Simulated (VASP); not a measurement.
# Ga (Pm-3m) in VASP: single point with PBE

Aim: the single point of Ga with PBE.

Everything below comes from runs of VASP 6.6.1. Logs are shortened: lines on timing, memory, paths and dates and some standing lists are left out, and cuts for length are marked.

### Step 1. The cell of the first run

Symmetry: Pm-3m, No. 221, cubic system. The conventional cell has a = 2.729 Å, b = 2.729 Å, c = 2.729 Å, α = 90.00°, β = 90.00°, γ = 90.00°. Within 3.6 Å of Ga (site symmetry m-3m) lie 6 Ga at 2.73 Å.

### Step 2. Single point, PBE

File INCAR:

```
SYSTEM = Ga
ALGO = Normal
EDIFF = 1E-6
ENCUT = 520
GGA = PE
ISIF = 2
ISMEAR = -1
LASPH = .TRUE.
LCHARG = .TRUE.
LELF = .TRUE.
LREAL = .FALSE.
LVHAR = .TRUE.
LWAVE = .FALSE.
NBANDS = 12
NELM = 80
PREC = Accurate
SIGMA = 0.13605693000000002
```

File KPOINTS:

```
k-points
0
G
  12 12 12
  0 0 0
```

File POSCAR:

```
Ga
1.0
    2.7294892755      0.0000000000      0.0000000000
    0.0000000000      2.7294892755      0.0000000000
    0.0000000000      0.0000000000      2.7294892755
Ga
1
Direct
    0.0000000000      0.0000000000      0.0000000000
```

Potentials or basis: VASP PAW PBE potentials, release 64 (Ga_d).

Command:

```bash
$ cat potpaw_PBE.64/Ga_d/POTCAR > POTCAR
$ mpirun -np 1 vasp_std > vasp.out
```

OUTCAR:

```text
SYSTEM = Ga
   EDIFF = 1E-6
   ENCUT = 520
   GGA = PE
   ISIF = 2
   ISMEAR = -1
   LASPH = .TRUE.
   LREAL = .FALSE.
   NELM = 80
   PREC = Accurate

 ion  position               nearest neighbor table
   1  0.000  0.000  0.000-

  LATTYP: Found a simple cubic cell.
 ALAT       =     2.7294892755

  Lattice vectors:

 A1 = (   2.7294892755,   0.0000000000,   0.0000000000)
 A2 = (   0.0000000000,   2.7294892755,   0.0000000000)
 A3 = (   0.0000000000,   0.0000000000,   2.7294892755)

Analysis of symmetry for initial positions (statically):
=====================================================================
 Subroutine PRICEL returns:
 Original cell was already a primitive cell.

 Routine SETGRP: Setting up the symmetry group for a
 simple cubic supercell.

 Subroutine GETGRP returns: Found 48 space group operations
 (whereof 48 operations were pure point group operations)
 out of a pool of 48 trial point group operations.

The static configuration has the point symmetry O_h .

Analysis of symmetry for dynamics (positions and initial velocities):
=====================================================================
 Subroutine PRICEL returns:
 Original cell was already a primitive cell.

 Routine SETGRP: Setting up the symmetry group for a
 simple cubic supercell.

 Subroutine GETGRP returns: Found 48 space group operations
 (whereof 48 operations were pure point group operations)
 out of a pool of 48 trial point group operations.

The dynamic configuration has the point symmetry O_h .

 Subroutine INISYM returns: Found 48 space group operations
 (whereof 48 operations are pure point group operations),
 and found     1 'primitive' translations

----------------------------------------------------------------------------------------

                                     Primitive cell

  volume of cell :      20.3350

  direct lattice vectors                    reciprocal lattice vectors
     2.729489276  0.000000000  0.000000000     0.366368906  0.000000000  0.000000000
     0.000000000  2.729489276  0.000000000     0.000000000  0.366368906  0.000000000
     0.000000000  0.000000000  2.729489276     0.000000000  0.000000000  0.366368906

  length of vectors
     2.729489276  2.729489276  2.729489276     0.366368906  0.366368906  0.366368906

  position of ions in fractional coordinates (direct lattice)
     0.000000000  0.000000000  0.000000000

  ion indices of the primitive-cell ions
   primitive index   ion index
                 1           1

----------------------------------------------------------------------------------------

 KPOINTS: k-points

Automatic generation of k-mesh.
 Grid dimensions read from file:
 generate k-points for:   12   12   12

 Generating k-lattice:

  Cartesian coordinates                     Fractional coordinates (reciprocal lattice)
     0.030530742  0.000000000  0.000000000     0.083333333  0.000000000  0.000000000
     0.000000000  0.030530742  0.000000000     0.000000000  0.083333333  0.000000000
     0.000000000  0.000000000  0.030530742     0.000000000  0.000000000  0.083333333

  Length of vectors
     0.030530742  0.030530742  0.030530742

  Shift w.r.t. Gamma in fractional coordinates (k-lattice)
     0.000000000  0.000000000  0.000000000

 Subroutine IBZKPT returns following result:
 ===========================================

 Found     84 irreducible k-points:

 Following reciprocal coordinates:
            Coordinates               Weight
  0.000000  0.000000  0.000000      1.000000
  0.083333  0.000000  0.000000      6.000000
  0.166667  0.000000  0.000000      6.000000
  0.250000  0.000000  0.000000      6.000000
  0.333333  0.000000  0.000000      6.000000
  0.416667  0.000000  0.000000      6.000000
[... 16 lines left out ...]
  0.333333  0.333333  0.000000     12.000000
  0.416667  0.333333  0.000000     24.000000
 [... further k-points ...]
   k-points           NKPTS =     84   k-points in BZ     NKDIM =     84   number of bands    NBANDS=     12
   number of dos      NEDOS =    301   number of ions     NIONS =      1
   total plane-waves  NPLWV =   8000
   dimension x,y,z NGX =    20 NGY =   20 NGZ =   20
   dimension x,y,z NGXF=    40 NGYF=   40 NGZF=   40
   ions per type =               1
   NGX,Y,Z   is equivalent  to a cutoff of  12.18, 12.18, 12.18 a.u.
   NGXF,Y,Z  is equivalent  to a cutoff of  24.36, 24.36, 24.36 a.u.
 SYSTEM =  Ga
   PREC   = accura    normal or accurate (medium, high low for compatibility)
   ISTART =      0    job   : 0-new  1-cont  2-samecut
   ICHARG =      2    charge: 1-file 2-atom 10-const
   ISPIN  =      1    spin polarized calculation?
   LNONCOLLINEAR =      F non collinear calculations
   LSORBIT =      F    spin-orbit coupling
   LASPH  =      T    aspherical Exc in radial PAW
   ENCUT  =  520.0 eV  38.22 Ry    6.18 a.u.   5.08  5.08  5.08*2*pi/ulx,y,z
   NELM   =     80;   NELMIN=  2; NELMDL= -5     # of ELM steps
   EDIFF  = 0.1E-05   stopping-criterion for ELM
   LREAL  =      F    real-space projection
   EDIFFG = 0.1E-04   stopping-criterion for IOM
   NSW    =      0    number of steps for IOM
   IBRION =     -1    ionic relax: 0-MD 1-quasi-New 2-CG
   NFREE  =      0    steps in history (QN), initial steepest desc. (CG)
   ISIF   =      2    stress and relaxation
   ISYM   =      2    0-nonsym 1-usesym 2-fastsym
   POTIM  = 0.5000    time-step for ionic-motion
   TEBEG  =    0.0;   TEEND  =   0.0 temperature during run
   PSTRESS=    0.0 pullay stress
   NELECT =      13.0000    total number of electrons
   NUPDOWN=      -1.0000    fix difference up-down
   EMIN   =  10.00;   EMAX   =-10.00  energy-range for DOS
   EFERMI =   0.00;   METHOD = LEGACY
   ISMEAR =    -1;   SIGMA  =   0.14  broadening in eV -4-tet -1-fermi 0-gaus
   EFERMI_NEDOS =   21; number of points for ismear=-14 and -15
   IALGO  =     38    algorithm
   IMIX   =      4    mixing-type and parameters
     AMIX     =   0.40;   BMIX     =  1.00
     AMIX_MAG =   1.60;   BMIX_MAG =  1.00
  volume/ion in A,a.u.               =      20.34       137.23
  Fermi-wavevector in a.u.,A,eV,Ry     =   1.410288  2.665058 27.060804  1.988913
  Thomas-Fermi vector in A             =   2.532257
   LORBIT       =      0    0 simple, 1 ext, 2 COOP (PROOUT), +10 PAW based schemes
   GGA     = PE    functional components
[... 5 lines left out ...]
 non-spin polarized calculation
  energy-cutoff  :      520.00
  volume of cell :       20.34
 maximum number of plane-waves:       560
   NGX = 11   NGY = 11   NGZ = 11

 number of electron      13.0000025 magnetization

 Free energy of the ion-electron system (eV)
  ---------------------------------------------------
  ext. energy  EPLUGINS =         0.00000000
  ---------------------------------------------------
  free energy    TOTEN  =        -2.84035781 eV

  energy without entropy =       -2.81439202  energy(sigma->0) =       -2.82737492

 E-fermi :   4.6265     XC(G=0): -10.5676

 val. band max:        4.5574390201   @ k =   0.5000   0.5000   0.1667
 cond. band min:       4.7600970038   @ k =   0.5000   0.3333   0.3333
 fundamental gap:      0.2026579837
 Fermi energy:         4.6265204944

 k-point     1 :       0.0000    0.0000    0.0000
  band No.  band energies     occupation
      1     -10.4539      2.00000
      2     -10.4539      2.00000
      3      -9.9576      2.00000
      4      -9.9576      2.00000
      5      -9.9576      2.00000
      6      -5.8251      2.00000
      7      13.4963      0.00000
      8      13.4963      0.00000
      9      13.4963      0.00000
     10      16.4325      0.00000
     11      16.4325      0.00000
     12      18.8133      0.00000

 k-point     2 :       0.0833    0.0000    0.0000
  band No.  band energies     occupation
      1     -10.4514      2.00000
      2     -10.4312      2.00000
      3      -9.9669      2.00000
      4      -9.9669      2.00000
      5      -9.9569      2.00000
      6      -5.6859      2.00000
      7      11.5746      0.00000
      8      13.6405      0.00000
      9      13.6405      0.00000
     10      16.5515      0.00000
     11      17.6733      0.00000
     12      19.8343      0.00000

 k-point     3 :       0.1667    0.0000    0.0000
  band No.  band energies     occupation
      1     -10.4444      2.00000
      2     -10.3706      2.00000
      3      -9.9920      2.00000
      4      -9.9920      2.00000
      5      -9.9547      2.00000
      6      -5.2659      2.00000
      7       8.8107      0.00000
      8      14.0647      0.00000
      9      14.0647      0.00000
     10      16.9086      0.00000
     11      18.3668      0.00000
     12      22.8919      0.00000
[... 286 lines left out ...]
 k-point    23 :       0.3333    0.3333    0.0000
  band No.  band energies     occupation
      1     -10.3106      2.00000
      2     -10.2218      2.00000
      3     -10.0486      2.00000
      4     -10.0446      2.00000
      5     -10.0045      2.00000
      6      -1.3961      2.00000
      7       5.3100      0.01308
      8       6.5598      0.00000
      9      13.7352      0.00000
     10      17.7172      0.00000
     11      21.2004      0.00000
     12      26.1962      0.00000

 k-point    24 :       0.4167    0.3333    0.0000
  band No.  band energies     occupation
      1     -10.2967      2.00000
      2     -10.2595      2.00000
      3     -10.0702      2.00000
      4     -10.0433      2.00000
      5      -9.9414      2.00000
      6      -0.2368      2.00000
      7       3.7796      1.99605
      8       7.0286      0.00000
      9      11.9901      0.00000
     10      18.5888      0.00000
     11      22.2693      0.00000
     12      24.9732      0.00000

 [... further k-points ...]

------------------------ aborting loop because EDIFF is reached ----------------------------------------

  FORCE on cell =-STRESS in cart. coord.  units (eV):
  Direction    XX          YY          ZZ          XY          YZ          ZX
  --------------------------------------------------------------------------------------
  -------------------------------------------------------------------------------------
  Total       -0.0520746     -0.0520746     -0.0520746      0.0000000      0.0000000     -0.0000000
  in kB       -4.1029101     -4.1029101     -4.1029101      0.0000000      0.0000000     -0.0000000
  external PRESSURE =      -4.1029101 kB  Pullay stress =       0.0000000 kB

 VOLUME and BASIS-vectors are now :
 -----------------------------------------------------------------------------
  energy-cutoff  :      520.00
  volume of cell :       20.34
      direct lattice vectors                 reciprocal lattice vectors
     2.729489276  0.000000000  0.000000000     0.366368906  0.000000000  0.000000000
     0.000000000  2.729489276  0.000000000     0.000000000  0.366368906  0.000000000
     0.000000000  0.000000000  2.729489276     0.000000000  0.000000000  0.366368906

 POSITION                                       TOTAL-FORCE (eV/Angst)
 -----------------------------------------------------------------------------------
      0.00000      0.00000      0.00000         0.000000      0.000000      0.000000
 -----------------------------------------------------------------------------------
    total drift:                               -0.000000     -0.000000     -0.000000

  FREE ENERGIE OF THE ION-ELECTRON SYSTEM (eV)
  ---------------------------------------------------
  free  energy   TOTEN  =        -2.8403578139 eV

  energy  without entropy=       -2.8143920214  energy(sigma->0) =       -2.82737492
```

Run time: 24 s. Hardware: 1 thread of AMD EPYC 7R13, shared host; peak memory 0.1 GiB.

Results:

| Quantity | Value |
| --- | --- |
| Free energy | -2.8404 eV |
| Pressure | -0.4 GPa |
